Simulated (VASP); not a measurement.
## CsI: single point with PBEsol

Crystal: CsI.

```xyz
2
Lattice="4.5667 0.0000 0.0000 0.0000 4.5667 0.0000 0.0000 0.0000 4.4906" Properties=species:S:1:pos:R:3 pbc="T T T"
Cs    0.0000    0.0000    0.0000
I     2.2833    2.2833    2.2453
```

```
Program                : VASP 6.6.1
Task                   : single point
Functional             : PBEsol
Potentials or basis    : VASP PAW PBE potentials, release 64 (Cs_sv, I)
Cutoff                 : 500 eV
k mesh                 : 4 × 4 × 4
Occupations            : gaussian, width 0.02 eV
Spin                   : no spin polarisation
Dipole correction      : no
Further INCAR settings : ALGO = Normal; EDIFF = 1e-06; NBANDS = 15
```

```
Pressure               : -0.2 GPa
Band gap on the k mesh : 3.70 eV (least direct gap 3.78 eV)
```

Stress tensor (GPa, compression positive):
```
-0.31  0.00  0.00
 0.00 -0.31  0.00
 0.00  0.00  0.00
```

Levels at points of the mesh, in eV from the valence-band top:
| k point | band 4 | band 5 | band 6 | band 7 | band 8 | band 9 | band 10 | band 11 | band 12 | band 13 |
| --- | --- | --- | --- | --- | --- | --- | --- | --- | --- | --- |
| (0.00, 0.00, 0.00) | -7.08 | -7.06 | -0.16 | -0.16 | -0.08 | 3.70 | 3.98 | 4.03 | 7.64 | 7.77 |
| (0.50, 0.00, 0.00) | -7.01 | -7.00 | -1.69 | -0.35 | -0.25 | 5.03 | 6.34 | 6.63 | 6.66 | 7.90 |
| (0.50, 0.50, 0.00) | -7.47 | -6.96 | -0.93 | -0.93 | 0.00 | 4.05 | 4.84 | 6.09 | 6.09 | 9.42 |
| (0.00, 0.00, 0.50) | -7.01 | -7.01 | -1.70 | -0.33 | -0.33 | 5.08 | 6.38 | 6.63 | 6.73 | 7.79 |
| (0.50, 0.00, 0.50) | -7.45 | -6.97 | -0.96 | -0.92 | -0.07 | 4.08 | 4.73 | 5.92 | 5.96 | 9.55 |
| (0.50, 0.50, 0.50) | -7.33 | -7.33 | -1.45 | -1.42 | -1.42 | 7.03 | 7.03 | 7.12 | 7.79 | 7.79 |

It took 36 s on 1 thread of AMD EPYC 7R43 64-Core Processor (Zen 3), on a shared host, peak memory 0.18 GiB.

Caveat: the PAW data sets were made with another functional, which shifts forces and pressure a little; spin-orbit coupling is left out, which moves the levels of the heavy elements. A k mesh can miss the band edges.
